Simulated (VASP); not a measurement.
Write the native input for VASP 6.6.1 that does the following.

- Task: single point
- Functional: r2SCAN
- Potentials or basis: VASP PAW PBE potentials, release 64 (Sn_d, Te)
- Cutoff: 520 eV
- k mesh: 8 × 8 × 8
- Occupations: fermi-dirac, width 0.02 eV
- Spin: no spin polarisation
- Dipole correction: no
- Further INCAR settings: ALGO = Normal; EDIFF = 1e-06; NBANDS = 17

The system is SnTe.

```
CELL_PARAMETERS angstrom
0.00000 3.18935 3.21806
3.18935 0.00000 3.21806
3.18935 3.18935 0.00000
ATOMIC_POSITIONS crystal
Sn 0.00000 0.00000 0.00000
Te 0.50000 0.50000 0.50000
```

This cell differs from its parent crystal: uniaxial z strain +0.9%.

These files were run (other wordings do the same):

POSCAR

```
SnTe
1.0
    0.0000000000      3.1893545757      3.2180587669
    3.1893545757      0.0000000000      3.2180587669
    3.1893545757      3.1893545757      0.0000000000
Sn Te
1 1
Direct
    0.0000000000      0.0000000000      0.0000000000
    0.5000000000      0.5000000000      0.5000000000
```

INCAR.step1

```
SYSTEM = SnTe
PREC = Accurate
ENCUT = 520
ISMEAR = -1
SIGMA = 0.02
LREAL = .False.
LASPH = .True.
NELM = 60
NBANDS = 17
GGA = PE
ALGO = Normal
EDIFF = 1E-4
LWAVE = .True.
LCHARG = .False.
```

INCAR.step2

```
SYSTEM = SnTe
PREC = Accurate
ENCUT = 520
EDIFF = 1E-6
ISMEAR = -1
SIGMA = 0.02
LREAL = .False.
LASPH = .True.
NELM = 60
ALGO = Normal
ISIF = 2
LWAVE = .False.
LCHARG = .False.
METAGGA = R2SCAN
LMIXTAU = .True.
NBANDS = 17
ISTART = 1
```

KPOINTS

```
Automatic mesh
0
Gamma
  8 8 8
  0 0 0
```

Potentials or basis: VASP PAW PBE potentials, release 64 (Sn_d, Te).

Run with:

```console
$ cat potpaw_PBE.64/Sn_d/POTCAR potpaw_PBE.64/Te/POTCAR > POTCAR
$ cp INCAR.step1 INCAR
$ mpirun -np 1 vasp_std > vasp.out
$ cp INCAR.step2 INCAR
$ mpirun -np 1 vasp_std > vasp.out
```

Results of the run:

```
Pressure               : -0.5 GPa
Band gap on the k mesh : 0.16 eV, direct
```

Caveat: the cell differs from its parent crystal (uniaxial z strain +0.9%); the PAW data sets were made with another functional, which shifts forces and pressure a little; spin-orbit coupling is left out, which moves the levels of the heavy elements.

It took 3.3 min on 1 thread of Intel(R) Xeon(R) Platinum 8375C CPU @ 2.90GHz (Ice Lake), on a shared host, peak memory 0.26 GiB.
